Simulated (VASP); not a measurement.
Input of a VASP 6.6.1 run:

The input INCAR:

```
SYSTEM = W
ALGO = Normal ; EDIFF = 1E-6
ENCUT = 520 ; ISIF = 2
ISMEAR = -1 ; LASPH = .True.
LCHARG = .False. ; LREAL = .False.
LWAVE = .False. ; NBANDS = 13
NELM = 60 ; PREC = Accurate
SIGMA = 0.1
```

File KPOINTS:

```
k-points
0
Gamma
  19 19 19
  0 0 0
```

The input POSCAR:

```
W
1.0
   -1.5674371882      1.5674371882      1.5674371882
    1.5674371882     -1.5674371882      1.5674371882
    1.5674371882      1.5674371882     -1.5674371882
W
1
Direct
    0.0000000000      0.0000000000      0.0000000000
```

Potentials or basis: VASP PAW LDA potentials, release 64 (W_sv).

Command:

```console
$ cat potpaw_LDA.64/W_sv/POTCAR > POTCAR
$ mpirun -np 1 vasp_std > vasp.out
```

Problem. What does it give for the pressure?

Solution. 2.0 GPa.

Problem. Estimate the band gap on the k mesh.

Solution. Zero (bands 7 and 8 overlap by 6.32 eV).

Caveat: spin-orbit coupling is left out, which moves the levels of the heavy elements.
